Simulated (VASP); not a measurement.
Wanted: the native input for a VASP 6.6.1 run.

- Task: single point
- Functional: PBE
- Potentials or basis: VASP PAW PBE potentials, release 64 (Pt)
- Cutoff: 500 eV
- k mesh: 8 × 8 × 8
- Occupations: gaussian, width 0.1 eV
- Spin: no spin polarisation
- Dipole correction: no
- Further INCAR settings: ALGO = Normal; EDIFF = 1e-06; NBANDS = 11

The structure of Pt lies in POSCAR:

```
Pt
1.0
    0.0000000000      1.9836070080      1.9836070080
    1.9836070080      0.0000000000      1.9836070080
    1.9836070080      1.9836070080      0.0000000000
Pt
1
Direct
    0.0000000000      0.0000000000      0.0000000000
```

These files were run (other wordings do the same):

INCAR

```
SYSTEM = Pt
PREC     = Accurate       ! precision mode
ENCUT    = 500            ! plane-wave cutoff, eV
EDIFF    = 1E-6           ! SCF threshold, eV
ISMEAR   = 0              ! smearing method
SIGMA    = 0.1            ! smearing width, eV
LREAL    = .FALSE.        ! projectors in reciprocal space
LASPH    = .TRUE.         ! aspherical terms in the spheres
NELM     = 120            ! most SCF steps
ALGO     = Normal         ! electronic algorithm
ISIF     = 2              ! what is computed and relaxed
LWAVE    = .FALSE.        ! write WAVECAR
LCHARG   = .FALSE.        ! write CHGCAR
GGA      = PE             ! functional
NBANDS   = 11             ! bands
GGA_COMPAT= .FALSE.
```

KPOINTS

```
regular mesh
0
G
  8 8 8
  0 0 0
```

Potentials or basis: VASP PAW PBE potentials, release 64 (Pt).

The run is started by

```bash
$ cat potpaw_PBE.64/Pt/POTCAR > POTCAR
$ mpirun -np 1 vasp_std > vasp.out
```

Results of the run:

The pressure is -0.6 GPa and the band gap on the k mesh is zero (bands 5 and 6 overlap by 2.09 eV).

Caveat: spin-orbit coupling is left out, which moves the levels of the heavy elements.

Wall time 2.7 s on 1 thread of Intel(R) Xeon(R) 6975P-C (Granite Rapids), with other jobs on the host, peak memory 0.12 GiB.
